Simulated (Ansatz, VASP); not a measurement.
Two plane-wave programs on Ti

```
CELL_PARAMETERS angstrom
-2.44843 2.44843 1.38794
2.44843 -2.44843 1.38794
2.44843 2.44843 -1.38794
ATOMIC_POSITIONS crystal
Ti 0.00000 0.00000 0.00000
Ti 0.75000 0.25000 0.50000
```

Alike in both runs: functional PBEsol; k mesh 8 × 8 × 8; occupations gaussian, width 0.1 eV; no spin polarisation.

Ansatz relaxed the structure, and its values are those at the end. VASP's run is a single point on that final structure, the one shown.

```csv
,VASP,Ansatz
version,VASP 6.6.1,Ansatz 0.2.0
potentials or method,"VASP PAW PBE potentials, release 64 (Ti_sv), cutoff 520 eV","scalar-relativistic, plane waves, PAW"
valence electrons in the cell,24,24
```

```csv
,VASP,Ansatz,Ansatz less VASP
gap on the k mesh at the Fermi level (eV),none,none,-
pressure (GPa),-0.2,0.0,+0.18
```

VASP's potentials were made for PBE, not for PBEsol. A gap of «none» marks a metal or a gap that the smearing closes.
